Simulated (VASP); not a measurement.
# W (P-1) in VASP: further runs

The runs below take W through single point, with PBEsol.

All numbers are computed with VASP 6.6.1; they aren't measurements. Logs are shortened: lines on timing, memory, paths and dates and some standing lists are left out, and cuts for length are marked.

### Step 1. The cell of the first run

The typed cell holds 1 atom: a = 2.627 Å, b = 2.847 Å, c = 2.778 Å, α = 111.75°, β = 110.39°, γ = 107.88°.

### Step 2. Single point, PBEsol

File INCAR:

```
PREC = Accurate
ENCUT = 520
EDIFF = 1E-6
ISMEAR = 0
SIGMA = 0.15
LREAL = F
LASPH = T
NELM = 80
ALGO = Fast
ISIF = 2
LWAVE = F
LCHARG = F
GGA = PS
NBANDS = 13
```

File KPOINTS:

```
regular mesh
0
Gamma
  16 16 16
```

File POSCAR:

```
W
1.0
   -1.5552171855      1.4772694278      1.5169289881
    1.6075292997     -1.6147014142      1.7066730887
    1.5475978987      1.6070821274     -1.6543609745
W
1
Direct
    0.0000000000      0.0000000000      0.0000000000
```

Potentials or basis: VASP PAW PBE potentials, release 64 (W_sv).

Run with:

```sh
> cat potpaw_PBE.64/W_sv/POTCAR > POTCAR
> mpirun -np 1 vasp_std > vasp.out
```

OUTCAR:

```text
PREC = Accurate
   ENCUT = 520
   EDIFF = 1E-6
   ISMEAR = 0
   LREAL = F
   LASPH = T
   NELM = 80
   ISIF = 2
   GGA = PS

 ion  position               nearest neighbor table
   1  0.000  0.000  0.000-

  LATTYP: Found a triclinic cell.
 ALAT       =     8.1939764883
 B/A-ratio  =     0.3767915710
 C/A-ratio  =     0.3851085050
 COS(alpha) =     0.0056175848
 COS(beta)  =     0.2043187354
 COS(gamma) =     0.9602023747

  Lattice vectors:

 A1 = (   1.6227678733,  -7.7834045246,   1.9815370615)
 A2 = (   0.0076192868,  -3.0843515552,   0.1374319864)
 A3 = (   3.1551271984,  -0.0076192868,   0.0523121142)

Analysis of symmetry for initial positions (statically):
=====================================================================
 Subroutine PRICEL returns:
 Original cell was already a primitive cell.

 Routine SETGRP: Setting up the symmetry group for a
 triclinic supercell.

 Subroutine GETGRP returns: Found  2 space group operations
 (whereof  2 operations were pure point group operations)
 out of a pool of  2 trial point group operations.

The static configuration has the point symmetry S_2 .

Analysis of symmetry for dynamics (positions and initial velocities):
=====================================================================
 Subroutine PRICEL returns:
 Original cell was already a primitive cell.

 Routine SETGRP: Setting up the symmetry group for a
 triclinic supercell.

 Subroutine GETGRP returns: Found  2 space group operations
 (whereof  2 operations were pure point group operations)
 out of a pool of  2 trial point group operations.

The dynamic configuration has the point symmetry S_2 .

 Subroutine INISYM returns: Found  2 space group operations
 (whereof  2 operations are pure point group operations),
 and found     1 'primitive' translations

----------------------------------------------------------------------------------------

                                     Primitive cell

  volume of cell :      15.6512

  direct lattice vectors                    reciprocal lattice vectors
    -1.555217186  1.477269428  1.516928988    -0.004566085  0.338675008  0.324724831
     1.607529300 -1.614701414  1.706673089     0.311909616  0.014394692  0.305764054
     1.547597899  1.607082127 -1.654360975     0.317585659  0.325390274  0.008718649

  length of vectors
     2.627184617  2.846777852  2.777531720     0.469220445  0.437019991  0.454769718

  position of ions in fractional coordinates (direct lattice)
     0.000000000  0.000000000  0.000000000
[... 84 lines left out ...]
   POTIM  = 0.5000    time-step for ionic-motion
   TEBEG  =    0.0;   TEEND  =   0.0 temperature during run
   PSTRESS=    0.0 pullay stress
   NELECT =      14.0000    total number of electrons
   NUPDOWN=      -1.0000    fix difference up-down
   EMIN   =  10.00;   EMAX   =-10.00  energy-range for DOS
   EFERMI =   0.00;   METHOD = LEGACY
   ISMEAR =     0;   SIGMA  =   0.15  broadening in eV -4-tet -1-fermi 0-gaus
   EFERMI_NEDOS =   21; number of points for ismear=-14 and -15
   IALGO  =     68    algorithm
   IMIX   =      4    mixing-type and parameters
     AMIX     =   0.40;   BMIX     =  1.00
     AMIX_MAG =   1.60;   BMIX_MAG =  1.00
  volume/ion in A,a.u.               =      15.65       105.62
  Fermi-wavevector in a.u.,A,eV,Ry     =   1.577374  2.980805 33.852788  2.488110
  Thomas-Fermi vector in A             =   2.678066
   LORBIT       =      0    0 simple, 1 ext, 2 COOP (PROOUT), +10 PAW based schemes
   GGA     = PS    functional components
   LHFCALC =     F    Hartree Fock is set to
   AEXX    =    0.0000 exact exchange contribution
   IVDW    =     0    specifies the selected vdW correction
   LEPSILON=     F    determine dielectric tensor
   LRPA    =     F    only Hartree local field effects (RPA)
 non-spin polarized calculation
 RMM-DIIS sequential band-by-band and
 Gauss-broadening in eV      SIGMA  =   0.15
  energy-cutoff  :      520.00
  volume of cell :       15.65
 maximum number of plane-waves:       434
   NGX =  9   NGY = 11   NGZ = 11

 number of electron      14.0000000 magnetization

 Free energy of the ion-electron system (eV)
  ---------------------------------------------------
  ext. energy  EPLUGINS =         0.00000000
  ---------------------------------------------------
  free energy    TOTEN  =       -13.73055915 eV

  energy without entropy =      -13.72621115  energy(sigma->0) =      -13.72838515

 E-fermi :  11.4836     XC(G=0): -13.8265

 val. band max:       11.4833036689   @ k =  -0.2500  -0.1875   0.1250
 cond. band min:      11.4843430983   @ k =  -0.1875  -0.1250   0.0625
 fundamental gap:      0.0010394293
 Fermi energy:        11.4835537064

 k-point     1 :       0.0000    0.0000    0.0000
  band No.  band energies     occupation
      1     -62.6720      2.00000
      2     -26.3515      2.00000
      3     -26.1934      2.00000
      4     -26.0461      2.00000
      5       1.7464      2.00000
      6       9.3415      2.00000
      7       9.9318      2.00000
      8      11.1066      1.99962
      9      13.5790      0.00000
     10      14.2434      0.00000
     11      25.1274      0.00000
     12      26.0992      0.00000
     13      27.0500      0.00000
[... 354 lines left out ...]
  band No.  band energies     occupation
      1     -62.6510      2.00000
      2     -26.3795      2.00000
      3     -26.2692      2.00000
      4     -26.2013      2.00000
      5       2.3678      2.00000
      6       9.6814      2.00000
      7      10.1575      2.00000
      8      10.8041      2.00000
      9      13.3223      0.00000
     10      13.6150      0.00000
     11      25.7911      0.00000
     12      27.4218      0.00000
     13      28.3252      0.00000

 [... further k-points ...]

------------------------ aborting loop because EDIFF is reached ----------------------------------------

  FORCE on cell =-STRESS in cart. coord.  units (eV):
  Direction    XX          YY          ZZ          XY          YZ          ZX
  --------------------------------------------------------------------------------------
  -------------------------------------------------------------------------------------
  Total        0.3278847      1.0083584     -0.3441877     -0.0768498      1.3075954     -0.4922898
  in kB       33.5647618    103.2231870    -35.2336541     -7.8669237    133.8553521    -50.3945084
  external PRESSURE =      33.8514316 kB  Pullay stress =       0.0000000 kB

 VOLUME and BASIS-vectors are now :
 -----------------------------------------------------------------------------
  energy-cutoff  :      520.00
  volume of cell :       15.65
      direct lattice vectors                 reciprocal lattice vectors
    -1.555217186  1.477269428  1.516928988    -0.004566085  0.338675008  0.324724831
     1.607529300 -1.614701414  1.706673089     0.311909616  0.014394692  0.305764054
     1.547597899  1.607082127 -1.654360975     0.317585659  0.325390274  0.008718649

 POSITION                                       TOTAL-FORCE (eV/Angst)
 -----------------------------------------------------------------------------------
      0.00000      0.00000      0.00000         0.000000      0.000000     -0.000000
 -----------------------------------------------------------------------------------
    total drift:                                0.000000     -0.000000     -0.000000

  FREE ENERGIE OF THE ION-ELECTRON SYSTEM (eV)
  ---------------------------------------------------
  free  energy   TOTEN  =       -13.7305591498 eV

  energy  without entropy=      -13.7262111483  energy(sigma->0) =      -13.72838515
```

Run time: 3.4 min. Hardware: 1 thread of AMD EPYC 9R45 (Zen 5), shared host; peak memory 0.44 GiB.

What came out:

- Free energy: -13.7306 eV
- Pressure: 3.4 GPa
- Band gap on the k mesh: zero (bands 7 and 8 overlap by 5.05 eV)

Stress tensor (GPa, compression positive):
```
 3.36 -0.79 -5.04
-0.79 10.32 13.39
-5.04 13.39 -3.52
```

Caveat: the stress differs along the axes, from -4 to 10 GPa; the PAW data sets were made with another functional, which shifts forces and pressure a little; spin-orbit coupling is left out, which moves the levels of the heavy elements.

### Step 3. Single point, PBEsol

File INCAR:

```
SYSTEM = W
  ALGO = Fast
  EDIFF = 1E-7
  ENCUT = 520
  GGA = PS
  ISIF = 2
  ISMEAR = 0
  LASPH = .True.
  LCHARG = .True.
  LELF = .True.
  LREAL = .False.
  LVHAR = .True.
  LWAVE = .False.
  NBANDS = 13
  NELM = 100
  PREC = Accurate
  SIGMA = 0.15
```

File KPOINTS:

```
k-points
0
Gamma
  16 16 16
  0 0 0
```

POSCAR is that of step 2.

Potentials or basis: VASP PAW PBE potentials, release 64 (W_sv).

Run with:

```sh
> cat potpaw_PBE.64/W_sv/POTCAR > POTCAR
> mpirun -np 1 vasp_std > vasp.out
```

OUTCAR:

```text
SYSTEM = W
   EDIFF = 1E-7
   ENCUT = 520
   GGA = PS
   ISIF = 2
   ISMEAR = 0
   LASPH = .True.
   LREAL = .False.
   NELM = 100
   PREC = Accurate

 ion  position               nearest neighbor table
   1  0.000  0.000  0.000-

  LATTYP: Found a triclinic cell.
 ALAT       =     8.1939764883
 B/A-ratio  =     0.3767915710
 C/A-ratio  =     0.3851085050
 COS(alpha) =     0.0056175848
 COS(beta)  =     0.2043187354
 COS(gamma) =     0.9602023747

  Lattice vectors:

 A1 = (   1.6227678733,  -7.7834045246,   1.9815370615)
 A2 = (   0.0076192868,  -3.0843515552,   0.1374319864)
 A3 = (   3.1551271984,  -0.0076192868,   0.0523121142)

Analysis of symmetry for initial positions (statically):
=====================================================================
 Subroutine PRICEL returns:
 Original cell was already a primitive cell.

 Routine SETGRP: Setting up the symmetry group for a
 triclinic supercell.

 Subroutine GETGRP returns: Found  2 space group operations
 (whereof  2 operations were pure point group operations)
 out of a pool of  2 trial point group operations.

The static configuration has the point symmetry S_2 .

Analysis of symmetry for dynamics (positions and initial velocities):
=====================================================================
 Subroutine PRICEL returns:
 Original cell was already a primitive cell.

 Routine SETGRP: Setting up the symmetry group for a
 triclinic supercell.

 Subroutine GETGRP returns: Found  2 space group operations
 (whereof  2 operations were pure point group operations)
 out of a pool of  2 trial point group operations.

The dynamic configuration has the point symmetry S_2 .

 Subroutine INISYM returns: Found  2 space group operations
 (whereof  2 operations are pure point group operations),
 and found     1 'primitive' translations

----------------------------------------------------------------------------------------

                                     Primitive cell

  volume of cell :      15.6512

  direct lattice vectors                    reciprocal lattice vectors
    -1.555217186  1.477269428  1.516928988    -0.004566085  0.338675008  0.324724831
     1.607529300 -1.614701414  1.706673089     0.311909616  0.014394692  0.305764054
     1.547597899  1.607082127 -1.654360975     0.317585659  0.325390274  0.008718649

  length of vectors
     2.627184617  2.846777852  2.777531720     0.469220445  0.437019991  0.454769718

  position of ions in fractional coordinates (direct lattice)
     0.000000000  0.000000000  0.000000000

  ion indices of the primitive-cell ions
   primitive index   ion index
                 1           1

----------------------------------------------------------------------------------------

 KPOINTS: k-points

Automatic generation of k-mesh.
 Grid dimensions read from file:
 generate k-points for:   16   16   16

 Generating k-lattice:

  Cartesian coordinates                     Fractional coordinates (reciprocal lattice)
    -0.000285380  0.021167188  0.020295302     0.062500000 -0.000000000  0.000000000
     0.019494351  0.000899668  0.019110253     0.000000000  0.062500000  0.000000000
     0.019849104  0.020336892  0.000544916     0.000000000  0.000000000  0.062500000

  Length of vectors
     0.029326278  0.027313749  0.028423107

  Shift w.r.t. Gamma in fractional coordinates (k-lattice)
     0.000000000  0.000000000  0.000000000

 Subroutine IBZKPT returns following result:
 ===========================================

 Found   2052 irreducible k-points:

 Following reciprocal coordinates:
            Coordinates               Weight
  0.000000  0.000000  0.000000      1.000000
  0.062500 -0.000000 -0.000000      2.000000
  0.125000 -0.000000 -0.000000      2.000000
  0.187500  0.000000 -0.000000      2.000000
  0.250000 -0.000000 -0.000000      2.000000
  0.312500  0.000000  0.000000      2.000000
[... 16 lines left out ...]
 -0.187500  0.062500  0.000000      2.000000
 -0.125000  0.062500  0.000000      2.000000
 [... further k-points ...]
   k-points           NKPTS =   2052   k-points in BZ     NKDIM =   2052   number of bands    NBANDS=     13
   number of dos      NEDOS =    301   number of ions     NIONS =      1
   total plane-waves  NPLWV =  11520
   dimension x,y,z NGX =    20 NGY =   24 NGZ =   24
   dimension x,y,z NGXF=    40 NGYF=   48 NGZF=   48
   ions per type =               1
   NGX,Y,Z   is equivalent  to a cutoff of  12.66, 14.02, 14.36 a.u.
   NGXF,Y,Z  is equivalent  to a cutoff of  25.31, 28.03, 28.73 a.u.
 SYSTEM =  W
   PREC   = accura    normal or accurate (medium, high low for compatibility)
   ISTART =      0    job   : 0-new  1-cont  2-samecut
   ICHARG =      2    charge: 1-file 2-atom 10-const
   ISPIN  =      1    spin polarized calculation?
   LNONCOLLINEAR =      F non collinear calculations
   LSORBIT =      F    spin-orbit coupling
   LASPH  =      T    aspherical Exc in radial PAW
   ENCUT  =  520.0 eV  38.22 Ry    6.18 a.u.   4.88  5.29  5.16*2*pi/ulx,y,z
   NELM   =    100;   NELMIN=  2; NELMDL= -5     # of ELM steps
   EDIFF  = 0.1E-06   stopping-criterion for ELM
   LREAL  =      F    real-space projection
   EDIFFG = 0.1E-05   stopping-criterion for IOM
   NSW    =      0    number of steps for IOM
   IBRION =     -1    ionic relax: 0-MD 1-quasi-New 2-CG
   NFREE  =      0    steps in history (QN), initial steepest desc. (CG)
   ISIF   =      2    stress and relaxation
   ISYM   =      2    0-nonsym 1-usesym 2-fastsym
   POTIM  = 0.5000    time-step for ionic-motion
   TEBEG  =    0.0;   TEEND  =   0.0 temperature during run
   PSTRESS=    0.0 pullay stress
   NELECT =      14.0000    total number of electrons
   NUPDOWN=      -1.0000    fix difference up-down
   EMIN   =  10.00;   EMAX   =-10.00  energy-range for DOS
   EFERMI =   0.00;   METHOD = LEGACY
   ISMEAR =     0;   SIGMA  =   0.15  broadening in eV -4-tet -1-fermi 0-gaus
   EFERMI_NEDOS =   21; number of points for ismear=-14 and -15
   IALGO  =     68    algorithm
   IMIX   =      4    mixing-type and parameters
     AMIX     =   0.40;   BMIX     =  1.00
     AMIX_MAG =   1.60;   BMIX_MAG =  1.00
  volume/ion in A,a.u.               =      15.65       105.62
  Fermi-wavevector in a.u.,A,eV,Ry     =   1.577374  2.980805 33.852788  2.488110
  Thomas-Fermi vector in A             =   2.678066
   LORBIT       =      0    0 simple, 1 ext, 2 COOP (PROOUT), +10 PAW based schemes
   GGA     = PS    functional components
   LHFCALC =     F    Hartree Fock is set to
   AEXX    =    0.0000 exact exchange contribution
   IVDW    =     0    specifies the selected vdW correction
   LEPSILON=     F    determine dielectric tensor
   LRPA    =     F    only Hartree local field effects (RPA)
 non-spin polarized calculation
 RMM-DIIS sequential band-by-band and
 Gauss-broadening in eV      SIGMA  =   0.15
  energy-cutoff  :      520.00
  volume of cell :       15.65
 maximum number of plane-waves:       434
   NGX =  9   NGY = 11   NGZ = 11

 number of electron      14.0000000 magnetization

 Free energy of the ion-electron system (eV)
  ---------------------------------------------------
  ext. energy  EPLUGINS =         0.00000000
  ---------------------------------------------------
  free energy    TOTEN  =       -13.73055924 eV

  energy without entropy =      -13.72621123  energy(sigma->0) =      -13.72838523

 E-fermi :  11.4836     XC(G=0): -13.8265

 val. band max:       11.4833380265   @ k =  -0.2500  -0.1875   0.1250
 cond. band min:      11.4843800910   @ k =  -0.1875  -0.1250   0.0625
 fundamental gap:      0.0010420645
 Fermi energy:        11.4835870645

 k-point     1 :       0.0000    0.0000    0.0000
  band No.  band energies     occupation
      1     -62.6718      2.00000
      2     -26.3513      2.00000
      3     -26.1932      2.00000
      4     -26.0460      2.00000
      5       1.7464      2.00000
      6       9.3415      2.00000
      7       9.9318      2.00000
      8      11.1067      1.99962
      9      13.5791      0.00000
     10      14.2434      0.00000
     11      25.1274      0.00000
     12      26.0991      0.00000
     13      27.0500      0.00000
[... 353 lines left out ...]
 k-point    24 :      -0.1250    0.0625    0.0000
  band No.  band energies     occupation
      1     -62.6508      2.00000
      2     -26.3793      2.00000
      3     -26.2691      2.00000
      4     -26.2012      2.00000
      5       2.3678      2.00000
      6       9.6814      2.00000
      7      10.1576      2.00000
      8      10.8041      2.00000
      9      13.3223      0.00000
     10      13.6150      0.00000
     11      25.7910      0.00000
     12      27.4218      0.00000
     13      28.3252      0.00000

 [... further k-points ...]

------------------------ aborting loop because EDIFF is reached ----------------------------------------

  FORCE on cell =-STRESS in cart. coord.  units (eV):
  Direction    XX          YY          ZZ          XY          YZ          ZX
  --------------------------------------------------------------------------------------
  -------------------------------------------------------------------------------------
  Total        0.3247536      1.0053158     -0.3472861     -0.0768148      1.3073481     -0.4921904
  in kB       33.2442389    102.9117295    -35.5508276     -7.8633404    133.8300321    -50.3843284
  external PRESSURE =      33.5350469 kB  Pullay stress =       0.0000000 kB

 VOLUME and BASIS-vectors are now :
 -----------------------------------------------------------------------------
  energy-cutoff  :      520.00
  volume of cell :       15.65
      direct lattice vectors                 reciprocal lattice vectors
    -1.555217186  1.477269428  1.516928988    -0.004566085  0.338675008  0.324724831
     1.607529300 -1.614701414  1.706673089     0.311909616  0.014394692  0.305764054
     1.547597899  1.607082127 -1.654360975     0.317585659  0.325390274  0.008718649

 POSITION                                       TOTAL-FORCE (eV/Angst)
 -----------------------------------------------------------------------------------
      0.00000      0.00000      0.00000         0.000000      0.000000      0.000000
 -----------------------------------------------------------------------------------
    total drift:                                0.000000     -0.000000     -0.000000

  FREE ENERGIE OF THE ION-ELECTRON SYSTEM (eV)
  ---------------------------------------------------
  free  energy   TOTEN  =       -13.7305592439 eV

  energy  without entropy=      -13.7262112252  energy(sigma->0) =      -13.72838523
```

Wall time 4.1 min (1 thread of AMD EPYC 9R45 (Zen 5), shared host); peak memory 0.44 GiB.

Results:

| Item | Value |
| --- | --- |
| Free energy | -13.7306 eV |
| Pressure | 3.4 GPa |
| Band gap on the k mesh | zero (bands 7 and 8 overlap by 5.05 eV) |

Stress tensor (GPa, compression positive):
```
 3.32 -0.79 -5.04
-0.79 10.29 13.38
-5.04 13.38 -3.56
```

Caveat: the stress differs along the axes, from -4 to 10 GPa; the PAW data sets were made with another functional, which shifts forces and pressure a little; spin-orbit coupling is left out, which moves the levels of the heavy elements.
